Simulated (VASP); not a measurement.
# ZrO2 (Fm-3m) in VASP: notebook

The runs below take ZrO2 through single point, with PBE, r2SCAN, HSE06.

Everything below comes from runs of VASP 6.6.1. Logs are shortened: lines on timing, memory, paths and dates and some standing lists are left out, and cuts for length are marked.

### Step 1. The cell of the first run

The structure is cubic, space group Fm-3m (No. 225). The conventional cell has a = 5.089 Å, b = 5.089 Å, c = 5.089 Å, α = 90.00°, β = 90.00°, γ = 90.00°. Zr (site symmetry m-3m) has 8 O at 2.20 Å within 2.9 Å. O (site symmetry -43m) has 4 Zr at 2.20 Å and 6 O at 2.54 Å within 2.9 Å.

### Step 2. Single point, PBE

Input file INCAR:

```
SYSTEM = ZrO2
PREC = Accurate ; ENCUT = 600
EDIFF = 1E-6 ; ISMEAR = 0
SIGMA = 0.01 ; LREAL = .False.
LASPH = .True. ; NELM = 120
ALGO = Normal ; ISIF = 2
LWAVE = .False. ; LCHARG = .True.
GGA = PE ; LELF = .True.
LVHAR = .True. ; NBANDS = 19
GGA_COMPAT = .False.
```

Input file KPOINTS:

```
regular mesh
0
Gamma
  8 8 8
  0 0 0
```

Input file POSCAR:

```
ZrO2
1.0
    0.0000000000      2.5447138353      2.5447138353
    2.5447138353      0.0000000000      2.5447138353
    2.5447138353      2.5447138353      0.0000000000
Zr O
1 2
Direct
    0.0000000000      0.0000000000      0.0000000000
    0.2500000000      0.2500000000      0.2500000000
    0.7500000000      0.7500000000      0.7500000000
```

Potentials or basis: VASP PAW PBE potentials, release 64 (Zr_sv, O).

On the command line:

```bash
$ cat potpaw_PBE.64/Zr_sv/POTCAR potpaw_PBE.64/O/POTCAR > POTCAR
$ mpirun -np 1 vasp_std > vasp.out
```

OUTCAR:

```text
SYSTEM = ZrO2
   PREC = Accurate
   ENCUT = 600
   EDIFF = 1E-6
   ISMEAR = 0
   LREAL = .False.
   LASPH = .True.
   NELM = 120
   ISIF = 2
   GGA = PE

 ion  position               nearest neighbor table
   1  0.000  0.000  0.000-   2 2.20   3 2.20   3 2.20   3 2.20   3 2.20   2 2.20   2 2.20   2 2.20

   2  0.250  0.250  0.250-   1 2.20   1 2.20   1 2.20   1 2.20
   3  0.750  0.750  0.750-   1 2.20   1 2.20   1 2.20   1 2.20

  LATTYP: Found a face centered cubic cell.
 ALAT       =     5.0894276706

  Lattice vectors:

 A1 = (   0.0000000000,   2.5447138353,   2.5447138353)
 A2 = (   2.5447138353,   0.0000000000,   2.5447138353)
 A3 = (   2.5447138353,   2.5447138353,   0.0000000000)

Analysis of symmetry for initial positions (statically):
=====================================================================
 Subroutine PRICEL returns:
 Original cell was already a primitive cell.

 Routine SETGRP: Setting up the symmetry group for a
 face centered cubic supercell.

 Subroutine GETGRP returns: Found 48 space group operations
 (whereof 48 operations were pure point group operations)
 out of a pool of 48 trial point group operations.

The static configuration has the point symmetry O_h .

Analysis of symmetry for dynamics (positions and initial velocities):
=====================================================================
 Subroutine PRICEL returns:
 Original cell was already a primitive cell.

 Routine SETGRP: Setting up the symmetry group for a
 face centered cubic supercell.

 Subroutine GETGRP returns: Found 48 space group operations
 (whereof 48 operations were pure point group operations)
 out of a pool of 48 trial point group operations.

The dynamic configuration has the point symmetry O_h .

 Subroutine INISYM returns: Found 48 space group operations
 (whereof 48 operations are pure point group operations),
 and found     1 'primitive' translations

----------------------------------------------------------------------------------------

                                     Primitive cell

  volume of cell :      32.9569

  direct lattice vectors                    reciprocal lattice vectors
     0.000000000  2.544713835  2.544713835    -0.196485747  0.196485747  0.196485747
[... 79 lines left out ...]
   PREC   = accura    normal or accurate (medium, high low for compatibility)
   ISTART =      0    job   : 0-new  1-cont  2-samecut
   ICHARG =      2    charge: 1-file 2-atom 10-const
   ISPIN  =      1    spin polarized calculation?
   LNONCOLLINEAR =      F non collinear calculations
   LSORBIT =      F    spin-orbit coupling
   LASPH  =      T    aspherical Exc in radial PAW
   ENCUT  =  600.0 eV  44.10 Ry    6.64 a.u.   7.19  7.19  7.19*2*pi/ulx,y,z
   NELM   =    120;   NELMIN=  2; NELMDL= -5     # of ELM steps
   EDIFF  = 0.1E-05   stopping-criterion for ELM
   LREAL  =      F    real-space projection
   EDIFFG = 0.1E-04   stopping-criterion for IOM
   NSW    =      0    number of steps for IOM
   IBRION =     -1    ionic relax: 0-MD 1-quasi-New 2-CG
   NFREE  =      0    steps in history (QN), initial steepest desc. (CG)
   ISIF   =      2    stress and relaxation
   ISYM   =      2    0-nonsym 1-usesym 2-fastsym
   POTIM  = 0.5000    time-step for ionic-motion
   TEBEG  =    0.0;   TEEND  =   0.0 temperature during run
   PSTRESS=    0.0 pullay stress
   NELECT =      24.0000    total number of electrons
   NUPDOWN=      -1.0000    fix difference up-down
   EMIN   =  10.00;   EMAX   =-10.00  energy-range for DOS
   EFERMI =   0.00;   METHOD = LEGACY
   ISMEAR =     0;   SIGMA  =   0.01  broadening in eV -4-tet -1-fermi 0-gaus
   EFERMI_NEDOS =   21; number of points for ismear=-14 and -15
   IALGO  =     38    algorithm
   IMIX   =      4    mixing-type and parameters
     AMIX     =   0.40;   BMIX     =  1.00
     AMIX_MAG =   1.60;   BMIX_MAG =  1.00
  volume/ion in A,a.u.               =      10.99        74.13
  Fermi-wavevector in a.u.,A,eV,Ry     =   1.472865  2.783311 29.515547  2.169332
  Thomas-Fermi vector in A             =   2.587828
   LORBIT       =      0    0 simple, 1 ext, 2 COOP (PROOUT), +10 PAW based schemes
   GGA     = PE    functional components
   LHFCALC =     F    Hartree Fock is set to
   AEXX    =    0.0000 exact exchange contribution
   IVDW    =     0    specifies the selected vdW correction
   LEPSILON=     F    determine dielectric tensor
   LRPA    =     F    only Hartree local field effects (RPA)
 non-spin polarized calculation
 Gauss-broadening in eV      SIGMA  =   0.01
  energy-cutoff  :      600.00
  volume of cell :       32.96
 maximum number of plane-waves:      1124
 NGX is ok and might be reduce to    30
   NGX = 15   NGY = 15   NGZ = 15

 number of electron      23.9999995 magnetization

 Free energy of the ion-electron system (eV)
  ---------------------------------------------------
  ext. energy  EPLUGINS =         0.00000000
  ---------------------------------------------------
  free energy    TOTEN  =       -28.56567704 eV

  energy without entropy =      -28.56567704  energy(sigma->0) =      -28.56567704

 E-fermi :   7.4252     XC(G=0): -11.7843

 val. band max:        7.2253338918   @ k =   0.5000   0.5000   0.0000
 cond. band min:      10.5803739579   @ k =   0.0000   0.0000   0.0000
 fundamental gap:      3.3550400661
 Fermi energy:         7.4251529169

 k-point     1 :       0.0000    0.0000    0.0000
  band No.  band energies     occupation
      1     -40.8607      2.00000
      2     -18.6811      2.00000
      3     -18.6811      2.00000
      4     -18.6811      2.00000
      5     -10.9720      2.00000
      6      -8.4140      2.00000
[... 505 lines left out ...]
      6      -9.0009      2.00000
[... 11 lines left out ...]
     18      17.8986      0.00000
     19      21.8127      0.00000

 [... further k-points ...]
[... 5 lines left out ...]
  --------------------------------------------------------------------------------------
  -------------------------------------------------------------------------------------
  Total        0.7977152      0.7977152      0.7977152     -0.0000000      0.0000000      0.0000000
  in kB       38.7803393     38.7803393     38.7803393     -0.0000000      0.0000000      0.0000000
  external PRESSURE =      38.7803393 kB  Pullay stress =       0.0000000 kB

 VOLUME and BASIS-vectors are now :
 -----------------------------------------------------------------------------
  energy-cutoff  :      600.00
  volume of cell :       32.96
      direct lattice vectors                 reciprocal lattice vectors
     0.000000000  2.544713835  2.544713835    -0.196485747  0.196485747  0.196485747
     2.544713835  0.000000000  2.544713835     0.196485747 -0.196485747  0.196485747
     2.544713835  2.544713835  0.000000000     0.196485747  0.196485747 -0.196485747

 POSITION                                       TOTAL-FORCE (eV/Angst)
 -----------------------------------------------------------------------------------
      0.00000      0.00000      0.00000        -0.000000     -0.000000      0.000000
      1.27236      1.27236      1.27236        -0.000000     -0.000000      0.000000
      3.81707      3.81707      3.81707         0.000000      0.000000     -0.000000
 -----------------------------------------------------------------------------------
    total drift:                                0.000000     -0.000000      0.000000

  FREE ENERGIE OF THE ION-ELECTRON SYSTEM (eV)
  ---------------------------------------------------
  free  energy   TOTEN  =       -28.5656770369 eV

  energy  without entropy=      -28.5656770369  energy(sigma->0) =      -28.56567704
```

OSZICAR:

```text
N       E                     dE             d eps       ncg     rms          rms(c)
DAV:   1     0.202687305970E+03    0.20269E+03   -0.15543E+04  1102   0.145E+03
DAV:   2    -0.245725327343E+02   -0.22726E+03   -0.21954E+03  1336   0.364E+02
DAV:   3    -0.346458866274E+02   -0.10073E+02   -0.10018E+02  1547   0.739E+01
DAV:   4    -0.349007277954E+02   -0.25484E+00   -0.25415E+00  1501   0.904E+00
DAV:   5    -0.349041586431E+02   -0.34308E-02   -0.34307E-02  1366   0.100E+00    0.242E+01
DAV:   6    -0.286631285888E+02    0.62410E+01   -0.23129E+01  1188   0.396E+01    0.839E+00
DAV:   7    -0.285972027671E+02    0.65926E-01   -0.95996E-01  1325   0.771E+00    0.679E+00
DAV:   8    -0.285854338065E+02    0.11769E-01   -0.37116E-01  1198   0.572E+00    0.305E+00
DAV:   9    -0.285646327927E+02    0.20801E-01   -0.57758E-02  1202   0.217E+00    0.325E-01
DAV:  10    -0.285658766619E+02   -0.12439E-02   -0.65351E-03  1282   0.755E-01    0.358E-01
DAV:  11    -0.285656493657E+02    0.22730E-03   -0.85671E-04  1213   0.297E-01    0.473E-02
DAV:  12    -0.285656864061E+02   -0.37040E-04   -0.88706E-05  1226   0.734E-02    0.585E-02
DAV:  13    -0.285656762535E+02    0.10153E-04   -0.37932E-05  1333   0.491E-02    0.714E-03
DAV:  14    -0.285656774457E+02   -0.11922E-05   -0.42871E-06  1247   0.210E-02    0.127E-02
DAV:  15    -0.285656770369E+02    0.40882E-06   -0.10910E-06   963   0.970E-03
   1 F= -.28565677E+02 E0= -.28565677E+02  d E =-.130535-177
```

stdout:

```text
POSCAR found type information on POSCAR ZrO
 POSCAR found :  2 types and       3 ions
 scaLAPACK will be used
 LDA part: xc-table for (Slater+PW92), standard interpolation
 POSCAR, INCAR and KPOINTS ok, starting setup
 FFT: planning ... GRIDC
 FFT: planning ... GRID_SOFT
 FFT: planning ... GRID
 WAVECAR not read
 entering main loop
```

It took 14 s on 1 thread of Intel Xeon 6975P-C (Granite Rapids), shared host; peak memory 0.17 GiB.

Results:

```
Free energy            : -28.5657 eV
Pressure               : 3.9 GPa
Band gap on the k mesh : 3.36 eV (least direct gap 3.80 eV)
```

Levels at points of the mesh, in eV from the valence-band top:
| k point | band 9 | band 10 | band 11 | band 12 | band 13 | band 14 | band 15 | band 16 |
| --- | --- | --- | --- | --- | --- | --- | --- | --- |
| (0.00, 0.00, 0.00) | -5.23 | -0.53 | -0.53 | -0.53 | 3.36 | 3.36 | 6.58 | 9.37 |
| (0.50, 0.00, 0.00) | -2.53 | -2.47 | -1.64 | -1.64 | 4.00 | 4.00 | 6.09 | 8.47 |
| (0.50, 0.50, 0.00) | -3.15 | -1.51 | -1.51 | 0.00 | 3.80 | 4.74 | 5.83 | 7.28 |

Caveat: the cell stands under pressure.

### Step 3. Single point, r2SCAN

POSCAR is that of step 2.

Input file INCAR.step1:

```
ALGO = Normal ; EDIFF = 1E-5
ENCUT = 660 ; GGA = PE
GGA_COMPAT = False ; ISMEAR = 0
LASPH = True ; LCHARG = False
LREAL = False ; LWAVE = True
NBANDS = 19 ; NELM = 120
PREC = Accurate ; SIGMA = 0.01
```

Input file INCAR.step2:

```
ALGO = Normal ; EDIFF = 1E-6
ENCUT = 660 ; GGA_COMPAT = False
ISIF = 2 ; ISMEAR = 0
ISTART = 1 ; LASPH = True
LCHARG = True ; LELF = True
LMIXTAU = True ; LREAL = False
LVHAR = True ; LWAVE = False
METAGGA = R2SCAN ; NBANDS = 19
NELM = 120 ; PREC = Accurate
SIGMA = 0.01
```

Input file KPOINTS:

```
k-points
0
Gamma
  6 6 6
```

Potentials or basis: VASP PAW PBE potentials, release 64 (Zr_sv, O).

On the command line:

```bash
$ cat potpaw_PBE.64/Zr_sv/POTCAR potpaw_PBE.64/O/POTCAR > POTCAR
$ cp INCAR.step1 INCAR
$ mpirun -np 1 vasp_std > vasp.out
$ cp INCAR.step2 INCAR
$ mpirun -np 1 vasp_std > vasp.out
```

Run time: 32 s. Hardware: 1 thread of Intel Xeon 6975P-C (Granite Rapids), shared host; peak memory 0.17 GiB.

It converged, with:

- Free energy: -45.8661 eV
- Pressure: 0.0 GPa
- Band gap on the k mesh: 3.87 eV (least direct gap 4.28 eV)

Levels at points of the mesh, in eV from the valence-band top:
| k point | band 10 | band 11 | band 12 | band 13 | band 14 | band 15 |
| --- | --- | --- | --- | --- | --- | --- |
| (0.00, 0.00, 0.00) | -0.55 | -0.55 | -0.55 | 3.87 | 3.87 | 7.18 |
| (0.50, 0.00, 0.00) | -2.50 | -1.68 | -1.68 | 4.49 | 4.49 | 6.62 |
| (0.50, 0.50, 0.00) | -1.52 | -1.52 | 0.00 | 4.28 | 5.25 | 6.39 |

Caveat: the PAW data sets were made with another functional, which shifts forces and pressure a little. A k mesh can miss the band edges.

### Step 4. Single point, HSE06

POSCAR is that of step 3.

Input file INCAR.step1:

```
SYSTEM = ZrO2
PREC     = Accurate       ! precision mode
ENCUT    = 520            ! plane-wave cutoff, eV
EDIFF    = 1E-5           ! SCF threshold, eV
ISMEAR   = 0              ! smearing method
SIGMA    = 0.01           ! smearing width, eV
LREAL    = .FALSE.        ! projectors in reciprocal space
LASPH    = .TRUE.         ! aspherical terms in the spheres
NELM     = 120            ! most SCF steps
ALGO     = Normal         ! electronic algorithm
ISIF     = 2              ! what is computed and relaxed
LWAVE    = .TRUE.         ! write WAVECAR
LCHARG   = .FALSE.        ! write CHGCAR
GGA      = PE             ! functional
NBANDS   = 19             ! bands
GGA_COMPAT= .FALSE.
```

Input file INCAR.step2:

```
SYSTEM = ZrO2
PREC     = Accurate       ! precision mode
ENCUT    = 520            ! plane-wave cutoff, eV
EDIFF    = 1E-6           ! SCF threshold, eV
ISMEAR   = 0              ! smearing method
SIGMA    = 0.01           ! smearing width, eV
LREAL    = .FALSE.        ! projectors in reciprocal space
LASPH    = .TRUE.         ! aspherical terms in the spheres
NELM     = 120            ! most SCF steps
ALGO     = Normal         ! electronic algorithm
ISIF     = 2              ! what is computed and relaxed
LWAVE    = .FALSE.        ! write WAVECAR
LCHARG   = .FALSE.        ! write CHGCAR
GGA      = PE             ! functional
LHFCALC  = .TRUE.         ! exact exchange
HFSCREEN = 0.2079         ! screening, 1/A
PRECFOCK = Normal       
ISTART   = 1            
NBANDS   = 19             ! bands
GGA_COMPAT= .FALSE.
```

Input file KPOINTS:

```
Automatic mesh
0
G
  6 6 6
  0 0 0
```

Potentials or basis: VASP PAW PBE potentials, release 64 (Zr_sv, O).

On the command line:

```bash
$ cat potpaw_PBE.64/Zr_sv/POTCAR potpaw_PBE.64/O/POTCAR > POTCAR
$ cp INCAR.step1 INCAR
$ mpirun -np 1 vasp_std > vasp.out
$ cp INCAR.step2 INCAR
$ mpirun -np 1 vasp_std > vasp.out
```

OUTCAR:

```text
SYSTEM = ZrO2
   PREC = Accurate
   ENCUT = 520
   EDIFF = 1E-6
   ISMEAR = 0
   LREAL = .FALSE.
   LASPH = .TRUE.
   NELM = 120
   ISIF = 2
   GGA = PE
   LHFCALC = .TRUE.
   HFSCREEN = 0.2079
   PRECFOCK = Normal
   ISTART = 1

 ion  position               nearest neighbor table
   1  0.000  0.000  0.000-   2 2.20   3 2.20   3 2.20   3 2.20   3 2.20   2 2.20   2 2.20   2 2.20

   2  0.250  0.250  0.250-   1 2.20   1 2.20   1 2.20   1 2.20
   3  0.750  0.750  0.750-   1 2.20   1 2.20   1 2.20   1 2.20

  LATTYP: Found a face centered cubic cell.
[... 543 lines left out ...]

  FORCE on cell =-STRESS in cart. coord.  units (eV):
  Direction    XX          YY          ZZ          XY          YZ          ZX
  --------------------------------------------------------------------------------------
  -------------------------------------------------------------------------------------
  Total       -0.5202693     -0.5202693     -0.5202693      0.0000000      0.0000000      0.0000000
  in kB      -25.2925085    -25.2925085    -25.2925085      0.0000000      0.0000000      0.0000000
  external PRESSURE =     -25.2925085 kB  Pullay stress =       0.0000000 kB

 VOLUME and BASIS-vectors are now :
 -----------------------------------------------------------------------------
  energy-cutoff  :      520.00
  volume of cell :       32.96
      direct lattice vectors                 reciprocal lattice vectors
     0.000000000  2.544713835  2.544713835    -0.196485747  0.196485747  0.196485747
     2.544713835  0.000000000  2.544713835     0.196485747 -0.196485747  0.196485747
     2.544713835  2.544713835  0.000000000     0.196485747  0.196485747 -0.196485747

 POSITION                                       TOTAL-FORCE (eV/Angst)
 -----------------------------------------------------------------------------------
      0.00000      0.00000      0.00000         0.000000     -0.000000      0.000000
      1.27236      1.27236      1.27236         0.000000      0.000000      0.000000
      3.81707      3.81707      3.81707        -0.000000     -0.000000     -0.000000
 -----------------------------------------------------------------------------------
    total drift:                               -0.000000     -0.000000     -0.000000

  FREE ENERGIE OF THE ION-ELECTRON SYSTEM (eV)
  ---------------------------------------------------
  free  energy   TOTEN  =       -34.5712914662 eV

  energy  without entropy=      -34.5712914662  energy(sigma->0) =      -34.57129147
```

OUTCAR.step1:

```text
SYSTEM = ZrO2
   PREC = Accurate
   ENCUT = 520
   EDIFF = 1E-5
   ISMEAR = 0
   LREAL = .FALSE.
   LASPH = .TRUE.
   NELM = 120
[... 565 lines left out ...]
      0.00000      0.00000      0.00000         0.000000     -0.000000     -0.000000
      1.27236      1.27236      1.27236        -0.000000     -0.000000     -0.000000
      3.81707      3.81707      3.81707         0.000000      0.000000      0.000000
 -----------------------------------------------------------------------------------
    total drift:                                0.000000      0.000000      0.000000

  FREE ENERGIE OF THE ION-ELECTRON SYSTEM (eV)
  ---------------------------------------------------
  free  energy   TOTEN  =       -28.5601694595 eV

  energy  without entropy=      -28.5601694595  energy(sigma->0) =      -28.56016946
```

OSZICAR.step1:

```text
N       E                     dE             d eps       ncg     rms          rms(c)
DAV:   1     0.176452753045E+03    0.17645E+03   -0.13983E+04   608   0.129E+03
DAV:   2    -0.255923559049E+02   -0.20205E+03   -0.19567E+03   684   0.342E+02
DAV:   3    -0.345116640320E+02   -0.89193E+01   -0.88606E+01   801   0.697E+01
DAV:   4    -0.348955386128E+02   -0.38387E+00   -0.38314E+00   827   0.111E+01
DAV:   5    -0.349020377612E+02   -0.64991E-02   -0.64988E-02   769   0.146E+00    0.242E+01
DAV:   6    -0.286495173881E+02    0.62525E+01   -0.23251E+01   649   0.395E+01    0.839E+00
DAV:   7    -0.285909319151E+02    0.58585E-01   -0.10026E+00   745   0.770E+00    0.677E+00
DAV:   8    -0.285786308475E+02    0.12301E-01   -0.36269E-01   656   0.560E+00    0.290E+00
DAV:   9    -0.285590390755E+02    0.19592E-01   -0.58136E-02   661   0.213E+00    0.346E-01
DAV:  10    -0.285603805436E+02   -0.13415E-02   -0.63291E-03   693   0.755E-01    0.370E-01
DAV:  11    -0.285601408971E+02    0.23965E-03   -0.93164E-04   668   0.310E-01    0.412E-02
DAV:  12    -0.285601817252E+02   -0.40828E-04   -0.88004E-05   693   0.714E-02    0.685E-02
DAV:  13    -0.285601682870E+02    0.13438E-04   -0.46302E-05   626   0.559E-02    0.599E-03
DAV:  14    -0.285601694595E+02   -0.11725E-05   -0.41463E-06   382   0.208E-02
   1 F= -.28560169E+02 E0= -.28560169E+02  d E =-.204469-160
```

Run time: 34 min. Hardware: 1 thread of Intel Xeon 6975P-C (Granite Rapids), shared host; peak memory 0.28 GiB.

What came out:

```
Free energy            : -34.5713 eV
Pressure               : -2.5 GPa
Band gap on the k mesh : 4.97 eV (least direct gap 5.37 eV)
```

Caveat: the PAW data sets were made with another functional, which shifts forces and pressure a little.

### Step 5. The runs side by side

```tsv
level	k mesh	cutoff (eV)	grid for exact exchange (PRECFOCK)	share of exact exchange	screening parameter	gap on the mesh (eV)	pressure (GPa)
PBE	8 × 8 × 8	600	-	-	-	3.36	3.9
r2SCAN	6 × 6 × 6	660	-	-	-	3.87	0.0
HSE06	6 × 6 × 6	520	Normal	0.25	0.2079 1/Å	4.97	-2.5
```

Alike in all rows: task single point; potentials or basis VASP PAW PBE potentials, release 64 (Zr_sv, O); no spin polarisation; cell as given; smearing gaussian 0.01 eV.

On the cell as given the gap runs from 3.36 eV (PBE) to 4.97 eV (HSE06); the meshes differ, which moves gaps too. The pressure there spans -2.5 GPa (HSE06) to 3.9 GPa (PBE); a positive pressure means that this level wants a larger cell, a negative one a smaller.

Caveats: the PAW data sets were made with another functional, which shifts forces and pressure a little (at least some runs); the cell stands under pressure (at least some runs).

Absolute energies hang on the potentials; compare differences alone.
